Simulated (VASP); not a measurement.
# LiMgB4 (P6/mmm) in VASP: a series of runs, part 2 of 2

VASP 6.6.1. The steps go on from the part before.

**3. Relaxation of cell and atoms, PBE**

This run uses another cell than the first one, of 9.36 Å³/atom, 1.006 times its volume.

The input, INCAR:

```
SYSTEM = LiMgB4
ALGO = Normal
EDIFF = 1E-7
EDIFFG = -0.01
ENCUT = 600
GGA = PE
IBRION = 2
ISIF = 3
ISMEAR = 0
LASPH = .TRUE.
LCHARG = .FALSE.
LREAL = .FALSE.
LWAVE = .FALSE.
NELM = 100
NSW = 100
PREC = Accurate
SIGMA = 0.1
```

The input, KPOINTS:

```
k-points
0
G
  15 15 6
  0 0 0
```

The input, POSCAR:

```
LiMgB4
1.0
    3.0195869544      0.0000000000      0.0000000000
   -1.5097934772      2.6150390114      0.0000000000
    0.0000000000      0.0000000000      7.1152015763
Li Mg B
1 1 4
Direct
    0.0000000000      0.0000000000      0.5000000000
    0.0000000000      0.0000000000      0.0000000000
    0.3333333333      0.6666666667      0.7484180477
    0.6666666667      0.3333333333      0.7484180477
    0.3333333333      0.6666666667      0.2515819523
    0.6666666667      0.3333333333      0.2515819523
```

Potentials or basis: VASP PAW PBE potentials, release 64 (Li_sv, Mg, B).

The run is started by

```bash
$ cat potpaw_PBE.64/Li_sv/POTCAR potpaw_PBE.64/Mg/POTCAR potpaw_PBE.64/B/POTCAR > POTCAR
$ mpirun -np 1 vasp_std > vasp.out
```

OUTCAR:

```text
SYSTEM = LiMgB4
   EDIFF = 1E-7
   EDIFFG = -0.01
   ENCUT = 600
   GGA = PE
   IBRION = 2
   ISIF = 3
   ISMEAR = 0
   LASPH = .TRUE.
   LREAL = .FALSE.
   NELM = 100
   NSW = 100
   PREC = Accurate

 ion  position               nearest neighbor table
   1  0.000  0.000  0.500-
   2  0.000  0.000  0.000-   3 2.50   4 2.50   5 2.50   6 2.50   3 2.50   5 2.50   4 2.50   6 2.50
                             4 2.50   6 2.50   3 2.50   5 2.50
   3  0.333  0.667  0.748-   4 1.74   4 1.74   4 1.74   2 2.50   2 2.50   2 2.50
   4  0.667  0.333  0.748-   3 1.74   3 1.74   3 1.74   2 2.50   2 2.50   2 2.50
   5  0.333  0.667  0.252-   6 1.74   6 1.74   6 1.74   2 2.50   2 2.50   2 2.50
   6  0.667  0.333  0.252-   5 1.74   5 1.74   5 1.74   2 2.50   2 2.50   2 2.50

  LATTYP: Found a hexagonal cell.
 ALAT       =     3.0195869544
 C/A-ratio  =     2.3563492901

  Lattice vectors:

 A1 = (   3.0195869544,   0.0000000000,   0.0000000000)
 A2 = (  -1.5097934772,   2.6150390114,   0.0000000000)
 A3 = (   0.0000000000,   0.0000000000,   7.1152015763)

Analysis of symmetry for initial positions (statically):
=====================================================================
 Subroutine PRICEL returns:
 Original cell was already a primitive cell.

 Routine SETGRP: Setting up the symmetry group for a
 hexagonal supercell.

 Subroutine GETGRP returns: Found 24 space group operations
 (whereof 24 operations were pure point group operations)
 out of a pool of 24 trial point group operations.

The static configuration has the point symmetry D_6h.

Analysis of symmetry for dynamics (positions and initial velocities):
=====================================================================
 Subroutine PRICEL returns:
 Original cell was already a primitive cell.

 Routine SETGRP: Setting up the symmetry group for a
 hexagonal supercell.

 Subroutine GETGRP returns: Found 24 space group operations
 (whereof 24 operations were pure point group operations)
 out of a pool of 24 trial point group operations.

The dynamic configuration has the point symmetry D_6h.

 Subroutine INISYM returns: Found 24 space group operations
 (whereof 24 operations are pure point group operations),
 and found     1 'primitive' translations

----------------------------------------------------------------------------------------

                                     Primitive cell

  volume of cell :      56.1840

  direct lattice vectors                    reciprocal lattice vectors
     3.019586954  0.000000000  0.000000000     0.331171122  0.191201737  0.000000000
    -1.509793477  2.615039011  0.000000000     0.000000000  0.382403473  0.000000000
     0.000000000  0.000000000  7.115201576     0.000000000  0.000000000  0.140544156

  length of vectors
     3.019586954  3.019586954  7.115201576     0.382403473  0.382403473  0.140544156

  position of ions in fractional coordinates (direct lattice)
     0.000000000  0.000000000  0.500000000
     0.000000000  0.000000000  0.000000000
     0.333333333  0.666666667  0.748418048
     0.666666667  0.333333333  0.748418048
     0.333333333  0.666666667  0.251581952
     0.666666667  0.333333333  0.251581952

  ion indices of the primitive-cell ions
[... 63 lines left out ...]
   total plane-waves  NPLWV =  34560
   dimension x,y,z NGX =    24 NGY =   24 NGZ =   60
   dimension x,y,z NGXF=    48 NGYF=   48 NGZF=  120
   ions per type =               1   1   4
   NGX,Y,Z   is equivalent  to a cutoff of  13.21, 13.21, 14.02 a.u.
   NGXF,Y,Z  is equivalent  to a cutoff of  26.43, 26.43, 28.04 a.u.
 SYSTEM =  LiMgB4
   PREC   = accura    normal or accurate (medium, high low for compatibility)
   ISTART =      0    job   : 0-new  1-cont  2-samecut
   ICHARG =      2    charge: 1-file 2-atom 10-const
   ISPIN  =      1    spin polarized calculation?
   LNONCOLLINEAR =      F non collinear calculations
   LSORBIT =      F    spin-orbit coupling
   LASPH  =      T    aspherical Exc in radial PAW
   ENCUT  =  600.0 eV  44.10 Ry    6.64 a.u.   6.03  6.03 14.21*2*pi/ulx,y,z
   NELM   =    100;   NELMIN=  2; NELMDL= -5     # of ELM steps
   EDIFF  = 0.1E-06   stopping-criterion for ELM
   LREAL  =      F    real-space projection
   EDIFFG = -.1E-01   stopping-criterion for IOM
   NSW    =    100    number of steps for IOM
   IBRION =      2    ionic relax: 0-MD 1-quasi-New 2-CG
   NFREE  =      1    steps in history (QN), initial steepest desc. (CG)
   ISIF   =      3    stress and relaxation
   ISYM   =      2    0-nonsym 1-usesym 2-fastsym
   POTIM  = 0.5000    time-step for ionic-motion
   TEBEG  =    0.0;   TEEND  =   0.0 temperature during run
   PSTRESS=    0.0 pullay stress
   NELECT =      17.0000    total number of electrons
   NUPDOWN=      -1.0000    fix difference up-down
   EMIN   =  10.00;   EMAX   =-10.00  energy-range for DOS
   EFERMI =   0.00;   METHOD = LEGACY
   ISMEAR =     0;   SIGMA  =   0.10  broadening in eV -4-tet -1-fermi 0-gaus
   EFERMI_NEDOS =   21; number of points for ismear=-14 and -15
   IALGO  =     38    algorithm
   IMIX   =      4    mixing-type and parameters
     AMIX     =   0.40;   BMIX     =  1.00
     AMIX_MAG =   1.60;   BMIX_MAG =  1.00
  volume/ion in A,a.u.               =       9.36        63.19
  Fermi-wavevector in a.u.,A,eV,Ry     =   1.099057  2.076916 16.434831  1.207926
  Thomas-Fermi vector in A             =   2.235445
   LORBIT       =      0    0 simple, 1 ext, 2 COOP (PROOUT), +10 PAW based schemes
   GGA     = PE    functional components
   LHFCALC =     F    Hartree Fock is set to
   AEXX    =    0.0000 exact exchange contribution
   IVDW    =     0    specifies the selected vdW correction
   LEPSILON=     F    determine dielectric tensor
   LRPA    =     F    only Hartree local field effects (RPA)
 conjugate gradient relaxation of ions
 non-spin polarized calculation
 Gauss-broadening in eV      SIGMA  =   0.10
  energy-cutoff  :      600.00
  volume of cell :       56.18
 maximum number of plane-waves:      1926
   NGX = 13   NGY = 13   NGZ = 29

--------------------------------------- Ionic step        1  -------------------------------------------

 number of electron      16.9999997 magnetization

 Free energy of the ion-electron system (eV)
  ---------------------------------------------------
  ext. energy  EPLUGINS =         0.00000000
  ---------------------------------------------------
  free energy    TOTEN  =       -30.65096258 eV

  energy without entropy =      -30.64289710  energy(sigma->0) =      -30.64692984

------------------------ aborting loop because EDIFF is reached ----------------------------------------

  FORCE on cell =-STRESS in cart. coord.  units (eV):
  Direction    XX          YY          ZZ          XY          YZ          ZX
  --------------------------------------------------------------------------------------
  -------------------------------------------------------------------------------------
  Total        0.1411359      0.1411359     -0.6082140      0.0000000      0.0000000     -0.0000000
  in kB        4.0247151      4.0247151    -17.3441912      0.0000000      0.0000000     -0.0000000
  external PRESSURE =      -3.0982537 kB  Pullay stress =       0.0000000 kB
[... 227 lines left out ...]
--------------------------------------- Ionic step        7  -------------------------------------------

 number of electron      16.9999998 magnetization

 Free energy of the ion-electron system (eV)
  ---------------------------------------------------
  ext. energy  EPLUGINS =         0.00000000
  ---------------------------------------------------
  free energy    TOTEN  =       -30.65436550 eV

  energy without entropy =      -30.64615775  energy(sigma->0) =      -30.65026163

 E-fermi :   4.3435     XC(G=0): -10.5955

 val. band max:        4.3330402979   @ k =   0.0667   0.0667   0.3333
 cond. band min:       4.3451008382   @ k =   0.2000  -0.0000   0.1667
 fundamental gap:      0.0120605403
 Fermi energy:         4.3434788753

 k-point     1 :       0.0000    0.0000    0.0000
  band No.  band energies     occupation
      1     -40.6357      2.00000
      2      -7.5631      2.00000
      3      -6.5370      2.00000
      4      -1.8467      2.00000
      5       1.7706      2.00000
      6       5.2825      0.00000
      7       5.2825      0.00000
      8       5.5742      0.00000
      9       5.5742      0.00000
     10       7.4585      0.00000
     11      11.4887      0.00000
     12      11.4887      0.00000
[... 331 lines left out ...]
 k-point    24 :       0.4000    0.2000    0.0000
  band No.  band energies     occupation
      1     -40.6186      2.00000
      2      -3.2681      2.00000
      3      -2.4601      2.00000
      4      -2.3172      2.00000
      5      -1.7907      2.00000
      6       0.5010      2.00000
      7       0.9780      2.00000
      8       2.1076      2.00000
      9       4.1248      1.99801
     10       5.9159      0.00000
     11       7.8044      0.00000
     12      10.4447      0.00000

 [... further k-points ...]
[... 5 lines left out ...]
  --------------------------------------------------------------------------------------
  -------------------------------------------------------------------------------------
  Total        0.0039177      0.0039177     -0.0055768      0.0000000     -0.0000000      0.0000000
  in kB        0.1126012      0.1126012     -0.1602849      0.0000000     -0.0000000      0.0000000
  external PRESSURE =       0.0216392 kB  Pullay stress =       0.0000000 kB
[... 21 lines left out ...]
  FREE ENERGIE OF THE ION-ELECTRON SYSTEM (eV)
  ---------------------------------------------------
  free  energy   TOTEN  =       -30.6543655040 eV

  energy  without entropy=      -30.6461577466  energy(sigma->0) =      -30.65026163

 reached required accuracy - stopping structural energy minimisation
```

Run time: 4.9 min. Hardware: 1 thread of Intel Xeon Platinum 8259CL at 2.50GHz (Skylake/Cascade Lake), shared host; peak memory 0.26 GiB.

What came out:

```
Free energy                            : -30.6544 eV
Relaxed volume                         : 9.29 Å³/atom
Relaxed cell                           : a = 3.024 Å, b = 3.024 Å, c = 7.037 Å, α = 90.00°, β = 90.00°, γ = 120.00°
Space group after relaxing (to 0.05 Å) : P6/mmm (No. 191)
Energy gained by relaxing              : 0.6 meV/atom
Ionic steps                            : 7
Pressure after relaxing                : 0.0 GPa
```

Step by step:
```tsv
step	energy change (eV)	largest force (eV/Å)	pressure (GPa)	volume (Å³)
1	0.0000	0.0184	-0.31	56.18
2	-0.0024	0.0005	-0.28	56.04
3	-0.0031	0.0157	-0.24	55.90
4	-0.0033	0.0164	0.10	55.76
5	-0.0033	0.0164	0.06	55.77
6	-0.0033	0.0120	0.05	55.77
7	-0.0034	0.0001	0.00	55.74
```

Final structure:
```
Li Mg B
1.0
     3.02432    0.00000    0.00000
    -1.51216    2.61914    0.00000
     0.00000    0.00000    7.03748
Li Mg B
1 1 4
Direct
  0.00000 0.00000 0.50000
  0.00000 0.00000 0.00000
  0.33333 0.66667 0.74794
  0.66667 0.33333 0.74794
  0.33333 0.66667 0.25206
  0.66667 0.33333 0.25206
```

Levels at points of the mesh, in eV from the Fermi level:
| k point | band 7 | band 8 | band 9 | band 10 | band 11 | band 12 |
| --- | --- | --- | --- | --- | --- | --- |
| (0.00, 0.00, 0.00) | 0.94 | 1.23 | 1.23 | 3.12 | 7.15 | 7.15 |
| (0.00, 0.00, 0.50) | 1.04 | 1.13 | 1.13 | 5.49 | 7.29 | 7.29 |

Caveat: the cutoff is under 1.25 times the usual one of these potentials, so pressure, stress and relaxed cells hold a basis-set (Pulay) error.

**4. Single point, PBE**

This run uses another cell than the first one, of 7.19 Å³/atom, 0.773 times its volume.

The input, INCAR:

```
SYSTEM = LiMgB4
PREC = Accurate
ENCUT = 520
EDIFF = 1E-6
ISMEAR = 0
SIGMA = 0.1
LREAL = .False.
LASPH = .True.
NELM = 100
ALGO = Normal
ISIF = 2
LWAVE = .False.
LCHARG = .True.
GGA = PE
LELF = .True.
LVHAR = .True.
NBANDS = 18
```

The input, KPOINTS:

```
Automatic mesh
0
Gamma
  6 6 4
  0 0 0
```

The input, POSCAR:

```
LiMgB4
1.0
    3.0517213100      0.0000000000      0.0000000000
   -1.5258606600      2.6428681800      0.0000000000
    0.0000000000      0.0000000000      5.3501639300
Li Mg B
1 1 4
Direct
    0.0000000000      0.0000000000      0.5000000000
    0.0000000000      0.0000000000      0.0000000000
    0.3333333300      0.6666666700      0.7056011800
    0.6666666700      0.3333333300      0.7056011800
    0.3333333300      0.6666666700      0.2943988200
    0.6666666700      0.3333333300      0.2943988200
```

Potentials or basis: VASP PAW PBE potentials, release 64 (Li_sv, Mg, B).

The run is started by

```bash
$ cat potpaw_PBE.64/Li_sv/POTCAR potpaw_PBE.64/Mg/POTCAR potpaw_PBE.64/B/POTCAR > POTCAR
$ mpirun -np 1 vasp_std > vasp.out
```

OUTCAR:

```text
SYSTEM = LiMgB4
   PREC = Accurate
   ENCUT = 520
   EDIFF = 1E-6
   ISMEAR = 0
   LREAL = .False.
   LASPH = .True.
   NELM = 100
   ISIF = 2
   GGA = PE

 ion  position               nearest neighbor table
   1  0.000  0.000  0.500-   3 2.08   4 2.08   5 2.08   6 2.08   4 2.08   6 2.08   3 2.08   5 2.08
                             4 2.08   6 2.08   3 2.08   5 2.08   2 2.68   2 2.68
   2  0.000  0.000  0.000-   3 2.36   4 2.36   5 2.36   6 2.36   4 2.36   6 2.36   3 2.36   5 2.36
                             4 2.36   6 2.36   3 2.36   5 2.36   1 2.68   1 2.68
   3  0.333  0.667  0.706-   4 1.76   4 1.76   4 1.76   1 2.08   1 2.08   1 2.08   2 2.36   2 2.36
                             2 2.36
   4  0.667  0.333  0.706-   3 1.76   3 1.76   3 1.76   1 2.08   1 2.08   1 2.08   2 2.36   2 2.36
                             2 2.36
   5  0.333  0.667  0.294-   6 1.76   6 1.76   6 1.76   1 2.08   1 2.08   1 2.08   2 2.36   2 2.36
                             2 2.36
   6  0.667  0.333  0.294-   5 1.76   5 1.76   5 1.76   1 2.08   1 2.08   1 2.08   2 2.36   2 2.36
                             2 2.36

  LATTYP: Found a hexagonal cell.
 ALAT       =     3.0517213100
 C/A-ratio  =     1.7531626864

  Lattice vectors:

 A1 = (   3.0517213100,   0.0000000000,   0.0000000000)
[... 190 lines left out ...]
  band No.  band energies     occupation
      1     -38.1820      2.00000
      2      -6.6540      2.00000
      3      -3.7359      2.00000
      4      -0.7696      2.00000
      5       5.9262      2.00000
      6       5.9262      2.00000
[... 418 lines left out ...]
      5      -0.1171      2.00000
      6       0.8851      2.00000
[... 10 lines left out ...]
     17      19.6909      0.00000
     18      19.6909      0.00000

------------------------ aborting loop because EDIFF is reached ----------------------------------------

  FORCE on cell =-STRESS in cart. coord.  units (eV):
  Direction    XX          YY          ZZ          XY          YZ          ZX
  --------------------------------------------------------------------------------------
  -------------------------------------------------------------------------------------
  Total        6.3802005      6.3802005      7.5174993     -0.0000000      0.0000000     -0.0000000
  in kB      236.8958476    236.8958477    279.1235755     -0.0000004      0.0000000     -0.0000000
  external PRESSURE =     250.9717570 kB  Pullay stress =       0.0000000 kB

 VOLUME and BASIS-vectors are now :
 -----------------------------------------------------------------------------
  energy-cutoff  :      520.00
  volume of cell :       43.15
      direct lattice vectors                 reciprocal lattice vectors
     3.051721310  0.000000000  0.000000000     0.327683919  0.189188400  0.000000000
    -1.525860660  2.642868180  0.000000000     0.000000000  0.378376798  0.000000000
     0.000000000  0.000000000  5.350163930     0.000000000  0.000000000  0.186910161

 POSITION                                       TOTAL-FORCE (eV/Angst)
 -----------------------------------------------------------------------------------
      0.00000      0.00000      2.67508        -0.000000      0.000000      0.000000
      0.00000      0.00000      0.00000        -0.000000      0.000000      0.000000
     -0.00000      1.76191      3.77508         0.000000      0.000000      0.094015
      1.52586      0.88096      3.77508        -0.000000     -0.000000      0.094015
     -0.00000      1.76191      1.57508        -0.000000      0.000000     -0.094015
      1.52586      0.88096      1.57508         0.000000     -0.000000     -0.094015
 -----------------------------------------------------------------------------------
    total drift:                                0.000000      0.000000     -0.000000

  FREE ENERGIE OF THE ION-ELECTRON SYSTEM (eV)
  ---------------------------------------------------
  free  energy   TOTEN  =       -29.4048865244 eV

  energy  without entropy=      -29.3999952369  energy(sigma->0) =      -29.40244088
```

OSZICAR:

```text
N       E                     dE             d eps       ncg     rms          rms(c)
DAV:   1     0.439593557518E+02    0.43959E+02   -0.72640E+03   772   0.887E+02
DAV:   2    -0.272033829595E+02   -0.71163E+02   -0.66537E+02   976   0.199E+02
DAV:   3    -0.320803922515E+02   -0.48770E+01   -0.48257E+01  1250   0.389E+01
DAV:   4    -0.322208527701E+02   -0.14046E+00   -0.14039E+00  1044   0.523E+00
DAV:   5    -0.322224037110E+02   -0.15509E-02   -0.15508E-02  1034   0.515E-01    0.707E+00
DAV:   6    -0.298260625670E+02    0.23963E+01   -0.20388E+00   820   0.786E+00    0.357E+00
DAV:   7    -0.294253766553E+02    0.40069E+00   -0.78875E-01   940   0.463E+00    0.135E+00
DAV:   8    -0.294049848126E+02    0.20392E-01   -0.73200E-02   966   0.159E+00    0.366E-01
DAV:   9    -0.294053080772E+02   -0.32326E-03   -0.12674E-02   926   0.661E-01    0.129E-01
DAV:  10    -0.294048769920E+02    0.43109E-03   -0.91541E-04   868   0.212E-01    0.436E-02
DAV:  11    -0.294048874102E+02   -0.10418E-04   -0.13475E-04  1134   0.807E-02    0.125E-02
DAV:  12    -0.294048865244E+02    0.88581E-06   -0.64888E-06   922   0.186E-02
   1 F= -.29404887E+02 E0= -.29402441E+02  d E =-.489129E-02
```

stdout:

```text
POSCAR found type information on POSCAR LiMgB
 POSCAR found :  3 types and       6 ions
 scaLAPACK will be used
 LDA part: xc-table for (Slater+PW92), standard interpolation
 POSCAR, INCAR and KPOINTS ok, starting setup
 FFT: planning ... GRIDC
 FFT: planning ... GRID_SOFT
 FFT: planning ... GRID
 WAVECAR not read
 entering main loop
```

It took 20 s on 1 thread of Intel Xeon Platinum 8259CL at 2.50GHz (Skylake/Cascade Lake), shared host; peak memory 0.16 GiB.

What came out:

```yaml
Free_energy: -29.4049 eV
Largest_force: 0.094 eV/Å
```

Forces on the atoms (eV/Å):
```
Li   0.000  0.000  0.000
Mg   0.000  0.000  0.000
B    0.000  0.000  0.094
B    0.000  0.000  0.094
B    0.000  0.000 -0.094
B    0.000  0.000 -0.094
```

Caveat: the k points lie up to 0.40 Å⁻¹ apart; the cutoff is under 1.25 times the usual one of these potentials, so pressure, stress and relaxed cells hold a basis-set (Pulay) error.

**5. Summary**

| task | cell | k mesh | cutoff (eV) | gap on the mesh (eV) | largest force (eV/Å) |
| --- | --- | --- | --- | --- | --- |
| single point | a = 3.025, b = 3.025, c = 7.048 Å, angles 90.0, 90.0, 120.0°, 6 atoms | 15 × 15 × 6 | 520 | none | 0.01 |
| relaxation of cell and atoms | relaxed from a = 3.020, b = 3.020, c = 7.115 Å, angles 90.0, 90.0, 120.0°, 6 atoms | 15 × 15 × 6 | 600 | none | - |
| single point | a = 3.052, b = 3.052, c = 5.350 Å, angles 90.0, 90.0, 120.0°, 6 atoms | 6 × 6 × 4 | 520 | none | 0.09 |

Alike in all rows: level PBE; potentials or basis VASP PAW PBE potentials, release 64 (Li_sv, Mg, B); no spin polarisation; smearing gaussian 0.1 eV.

Caveats: some runs use coarse meshes; the cutoff is under 1.25 times the usual one of these potentials, so pressure, stress and relaxed cells hold a basis-set (Pulay) error.

Total energies depend on the potentials used, so only differences within one code and one set of settings carry meaning.
